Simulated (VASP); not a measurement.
Write the native input for VASP 6.6.1 that does the following.

* Task: relaxation of cell and atoms
* Functional: PBE
* Potentials or basis: VASP PAW PBE potentials, release 64 (F)
* Cutoff: 600 eV
* k mesh: 28 × 28 × 28
* Occupations: gaussian, width 0.1 eV
* Spin: no spin polarisation
* Dipole correction: no
* Further INCAR settings: ALGO = Normal; EDIFF = 1e-07; IBRION = 2; EDIFFG = -0.01; NSW = 100; ISIF = 3

The structure of F lies in POSCAR:

```
F
1.0
    0.0000000000      1.7190718758      1.7190718758
    1.7190718758      0.0000000000      1.7190718758
    1.7190718758      1.7190718758      0.0000000000
F
1
Direct
    0.0000000000      0.0000000000      0.0000000000
```

The input as run:

INCAR

```
  PREC = Accurate
  ENCUT = 600
  EDIFF = 1E-7
  ISMEAR = 0
  SIGMA = 0.1
  LREAL = False
  LASPH = True
  NELM = 120
  ALGO = Normal
  ISIF = 3
  LWAVE = False
  LCHARG = False
  GGA = PE
  IBRION = 2
  NSW = 100
  EDIFFG = -0.01
  GGA_COMPAT = False
  NELMIN = 4
```

KPOINTS

```
Automatic mesh
0
Gamma
  28 28 28
```

Potentials or basis: VASP PAW PBE potentials, release 64 (F).

Command:

```sh
$ cat potpaw_PBE.64/F/POTCAR > POTCAR
$ mpirun -np 1 vasp_std > vasp.out
```

Results of the run:

The relaxed volume is 10.00 Å³/atom. The relaxed cell is a = 2.418 Å, b = 2.418 Å, c = 2.418 Å, α = 60.00°, β = 60.00°, γ = 60.00° and the space group after relaxing (to 0.1 Å) is Fm-3m (No. 225). The energy gained by relaxing is 0.4 meV/atom, the ionic steps are 3 and the pressure after relaxing is 0.0 GPa. The band gap on the k mesh is zero (an odd number of electrons rules out a gap without spin polarisation).

Caveat: an odd number of electrons without spin polarisation forces a metal; a magnetic or distorted state may lie lower.

It took 96 s on 1 thread of Intel Xeon 8259CL, on a shared host, peak memory 0.16 GiB.
